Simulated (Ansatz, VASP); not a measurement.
# One calculation of InSe3, two programs

```xyz
4
Lattice="4.4902 0.0000 0.0000 0.0000 4.4902 0.0000 0.0000 0.0000 4.4902" Properties=species:S:1:pos:R:3 pbc="T T T"
In    0.0000    0.0000    0.0000
Se    0.0000    2.2451    2.2451
Se    2.2451    0.0000    2.2451
Se    2.2451    2.2451    0.0000
```

Alike in both runs: functional PBE; k mesh 4 × 4 × 4; occupations gaussian, width 0.1 eV; no spin polarisation.

Ansatz relaxed the structure, and its values are those at the end. VASP's run is a single point on that final structure, the one shown.

|  | VASP | Ansatz |
| --- | --- | --- |
| version | VASP 6.6.1 | Ansatz 0.2.0 |
| potentials or method | VASP PAW PBE potentials, release 64 (In_d, Se), cutoff 520 eV | scalar-relativistic, plane waves, PAW |
| valence electrons in the cell | 31 | 61 |

|  | VASP | Ansatz | Ansatz less VASP |
| --- | --- | --- | --- |
| gap on the k mesh at the Fermi level (eV) | none | none | - |
| pressure (GPa) | 0.3 | 0.3 | -0.01 |

A gap of «none» marks a metal or a gap that the smearing closes. VASP's potentials hold 31 valence electrons a cell and Ansatz's 61, so a difference there can come from the potentials and not from the codes.
